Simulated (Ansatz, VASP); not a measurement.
One calculation of SnO2, two programs

```xyz
6
Lattice="4.7232 0.0001 0.0000 0.0001 4.7219 0.0000 0.0000 0.0000 3.1905" Properties=species:S:1:pos:R:3 pbc="T T T"
Sn    2.3616    2.3611    1.5952
Sn    0.0000    0.0001    0.0000
O     1.4475    1.4437    0.0000
O     3.8090    0.9173    1.5952
O     0.9142    3.8047    1.5952
O     3.2760    3.2782    0.0000
```

Change from the starting cell: all atoms moved at random, sigma 0.05 Å a component; relaxed back.

Alike in both runs: functional LDA; k mesh 6 × 6 × 8; occupations gaussian, width 0.05 eV; no spin polarisation.

Ansatz relaxed the structure, and its values are those at the end. VASP's run is a single point on that final structure, the one shown.

|  | VASP | Ansatz |
| --- | --- | --- |
| version | VASP 6.6.1 | Ansatz 0.2.0 |
| potentials or method | VASP PAW LDA potentials, release 64 (Sn_d, O), cutoff 520 eV | scalar-relativistic, plane waves, PAW |
| valence electrons in the cell | 52 | 52 |

Ansatz gave:

```
gap on the k mesh at the Fermi level (eV) : 1.16
least direct gap on the mesh (eV)         : 1.16
pressure (GPa)                            : 0.0
rms of the force components (eV/Å)        : 0.002
```

Question: What did VASP give for the same quantities?

Answer: gap on the k mesh at the Fermi level (eV): 1.20; least direct gap on the mesh (eV): 1.20; pressure (GPa): 1.1; rms of the force components (eV/Å): 0.012.

LDA's correlation is that of Perdew and Zunger in VASP and of Perdew and Wang (1992) in Ansatz.
